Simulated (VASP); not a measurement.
**Zn2As: single point with r2SCAN**

Zn2As:

```
Zn As
1.0
     0.00000    3.66716    3.66716
     3.66716    0.00000    3.66716
     3.66716    3.66716    0.00000
Zn As
4 2
Direct
  0.62500 0.62500 0.62500
  0.12500 0.62500 0.62500
  0.62500 0.62500 0.12500
  0.62500 0.12500 0.62500
  0.00000 0.00000 0.00000
  0.25000 0.25000 0.25000
```

```json
{
  "Program": "VASP 6.6.1",
  "Task": "single point",
  "Functional": "r2SCAN",
  "Potentials or basis": "VASP PAW PBE potentials, release 64 (Zn, As)",
  "Cutoff": "520 eV",
  "k mesh": "10 × 10 × 10",
  "Occupations": "gaussian, width 0.1 eV",
  "Spin": "no spin polarisation",
  "Dipole correction": "no",
  "Further INCAR settings": "ALGO = Normal; EDIFF = 1e-07; NBANDS = 38"
}
```

The pressure is 0.2 GPa. The band gap on the k mesh is zero (bands 29 and 30 overlap by 3.84 eV).

Levels at points of the mesh, in eV from the Fermi level:
```
           k point  band 26  band 27  band 28  band 29  band 30  band 31  band 32  band 33
(0.00, 0.00, 0.00)    -3.50    -2.85    -2.85    -2.85    -2.56     0.98     0.98     0.98
(0.50, 0.00, 0.00)    -4.38    -2.56    -2.56    -0.94     0.13     1.78     1.78     2.92
(0.50, 0.50, 0.00)    -5.62    -0.17    -0.17     0.88     0.88     2.57     2.57     3.63
```

Wall time 6.8 min on 1 thread of Oxide Virtual Turin-like Processor, on a shared host, peak memory 0.31 GiB.

Caveat: the PAW data sets were made with another functional, which shifts forces and pressure a little.
